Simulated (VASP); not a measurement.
Here is a VASP 6.6.1 calculation.

INCAR

```
PREC = Accurate
ENCUT = 520
EDIFF = 1E-6
ISMEAR = 0
SIGMA = 0.1
LREAL = F
LASPH = T
NELM = 150
ALGO = Normal
ISIF = 2
LWAVE = F
LCHARG = T
ISPIN = 2
MAGMOM = 7 1 0
LORBIT = 11
LMAXMIX = 6
GGA = PE
LELF = T
LVHAR = T
NBANDS = 29
```

Contents of KPOINTS:

```
regular mesh
0
Gamma
  6 6 4
```

Contents of POSCAR:

```
GdTiO
1.0
    3.3610618385      0.0000000000      0.0000000000
   -1.6805309193      2.9107649358      0.0000000000
    0.0000000000      0.0000000000      6.0146212409
Gd Ti O
1 1 1
Direct
    0.0000000000      0.0000000000      0.0000000000
    0.6666666667      0.3333333333      0.5000000000
    0.3333333333      0.6666666667      0.5000000000
```

Potentials or basis: VASP PAW PBE potentials, release 64 (Gd, Ti_sv, O).

Run with:

```sh
$ cat potpaw_PBE.64/Gd/POTCAR potpaw_PBE.64/Ti_sv/POTCAR potpaw_PBE.64/O/POTCAR > POTCAR
$ mpirun -np 1 vasp_std > vasp.out
```

**Question.** What does it give for the net moment?

**Answer.** 7.84 μB per cell.

**Question.** Estimate the pressure.

**Answer.** 0.3 GPa.

**Question.** What does it give for the site moments?

**Answer.** Gd +6.98; Ti +0.20; O -0.00 μB.

Stress tensor (GPa, compression positive):
```
0.37 0.00 0.00
0.00 0.37 0.00
0.00 0.00 0.06
```

Caveat: a cell with one magnetic atom can't hold antiferromagnetic order, which such compounds often take. The state reached can hang on the start; a lower one may exist.
